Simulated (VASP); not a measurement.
Input of a VASP 6.6.1 run:

Contents of INCAR:

```
SYSTEM = SiC
PREC = Accurate ; ENCUT = 520
EDIFF = 1E-6 ; ISMEAR = 0
SIGMA = 0.01 ; LREAL = .False.
LASPH = .True. ; NELM = 60
ALGO = Normal ; ISIF = 2
LWAVE = .False. ; LCHARG = .False.
GGA = PE ; NBANDS = 11
```

File KPOINTS:

```
Automatic mesh
0
Gamma
  6 6 6
  0 0 0
```

Contents of POSCAR:

```
SiC
1.0
    0.0000000000      2.1028872090      2.1028872090
    2.1028872090      0.0000000000      2.1028872090
    2.1028872090      2.1028872090      0.0000000000
Si C
1 1
Direct
    0.0000000000      0.0000000000      0.0000000000
    0.2500000000      0.2500000000      0.2500000000
```

Potentials or basis: VASP PAW PBE potentials, release 64 (Si, C).

Run with:

```sh
$ cat potpaw_PBE.64/Si/POTCAR potpaw_PBE.64/C/POTCAR > POTCAR
$ mpirun -np 1 vasp_std > vasp.out
```

Q: What does it give for the band gap on the k mesh?

A: 1.24 eV, indirect (least direct gap 4.63 eV).

Q: Estimate the pressure.

A: 32.7 GPa.

Caveat: the k points lie up to 0.43 Å⁻¹ apart. A k mesh can miss the band edges.
